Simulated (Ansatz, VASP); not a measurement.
Te: VASP beside Ansatz

```xyz
1
Lattice="2.2526 -2.2566 0.0000 2.2526 2.2566 0.0000 0.0000 0.0000 3.2248" Properties=species:S:1:pos:R:3 pbc="T T T"
Te    2.2526    0.0000    1.6124
```

Alike in both runs: functional PBE; k mesh 18 × 18 × 16; occupations gaussian, width 0.1 eV; no spin polarisation.

Ansatz relaxed the structure, and its values are those at the end. VASP's run is a single point on that final structure, the one shown.

|  | VASP | Ansatz |
| --- | --- | --- |
| version | VASP 6.6.1 | Ansatz 0.2.0 |
| potentials or method | VASP PAW PBE potentials, release 64 (Te), cutoff 520 eV | scalar-relativistic, plane waves, PAW |
| valence electrons in the cell | 6 | 16 |

```tsv
	VASP	Ansatz	Ansatz less VASP
gap on the k mesh at the Fermi level (eV)	none	none	-
pressure (GPa)	0.0	0.0	+0.04
```

A gap of «none» marks a metal or a gap that the smearing closes. With one functional, cell and mesh, what is left measures potentials, basis and numerics. VASP's potentials hold 6 valence electrons a cell and Ansatz's 16, so a difference there can come from the potentials and not from the codes.

Spin-orbit coupling is off throughout.
